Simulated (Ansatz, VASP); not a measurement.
## Ta2Si2O: VASP beside Ansatz

```
Ta Si O
1.0
     3.99076   -0.00208    0.00489
    -1.99719    3.45893   -0.00200
     0.01413    0.00162   13.36428
Ta Si O
4 4 2
Direct
  0.99953 0.99993 0.35541
  0.99960 0.00000 0.85541
  0.00044 0.00009 0.14459
  0.00046 0.00004 0.64459
  0.33341 0.66672 0.25001
  0.33346 0.66672 0.75003
  0.66655 0.33330 0.24998
  0.66660 0.33331 0.74997
  0.99991 0.99973 0.50000
  0.00005 0.00016 0.00000
```

Change from the starting cell: cell x2, atoms moved at random (sigma 0.05 Å) and cell strained at random (1.5 %), then relaxed without symmetry.

Alike in both runs: functional PBE; k mesh 6 × 6 × 2; occupations gaussian, width 0.2 eV; no spin polarisation.

Ansatz relaxed the structure, and its values are those at the end. VASP's run is a single point on that final structure, the one shown.

|  | VASP | Ansatz |
| --- | --- | --- |
| version | VASP 6.6.1 | Ansatz 0.2.0 |
| potentials or method | VASP PAW PBE potentials, release 64 (Ta_pv, Si, O), cutoff 520 eV | scalar-relativistic, plane waves, PAW |
| valence electrons in the cell | 72 | 80 |

```tsv
	VASP	Ansatz	Ansatz less VASP
gap on the k mesh at the Fermi level (eV)	none	none	-
pressure (GPa)	0.2	0.0	-0.17
rms of the force components (eV/Å)	0.030	0.001	-0.0297
```

A gap of «none» marks a metal or a gap that the smearing closes. VASP's potentials hold 72 valence electrons a cell and Ansatz's 80, so a difference there can come from the potentials and not from the codes.

Spin-orbit coupling is off throughout.
